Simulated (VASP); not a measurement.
Runs of VASP 6.6.1 on ZrN. The structure is that of space group Fm-3m (No. 225), or close to it. The cells are those of the table. 

```csv
task,cell,cutoff (eV),smearing,gap on the mesh (eV),pressure (GPa)
relaxation of cell and atoms,"relaxed from a = 3.230 Å, angles 60.0°, 2 atoms",600,gaussian 0.1 eV,none,0.0
single point,"a = 3.219 Å, angles 60.0°, 2 atoms",520,gaussian 0.1 eV,none,(a)
relaxation of cell and atoms,"relaxed to -1 GPa from a = 3.220 Å, angles 60.0°, 2 atoms",600,fermi-dirac 0.15 eV,none,-1.0
single point,"a = 3.224 Å, angles 60.0°, 2 atoms",600,fermi-dirac 0.15 eV,none,-0.7
```

Alike in all rows: level PBEsol; potentials or basis VASP PAW PBE potentials, release 64 (Zr_sv, N); no spin polarisation; k mesh 16 × 16 × 16.

Q: Fill in the values left out.

A: (a) 0.4.

Caveats: the PAW data sets were made with another functional, which shifts forces and pressure a little; the cell is relaxed towards a set pressure, so the enthalpy falls and the energy may rise (some runs).

A k mesh can miss the band edges, and the runs leave out spin-orbit coupling on Zr.

A gap of «none» marks levels without a gap at the run's occupations.
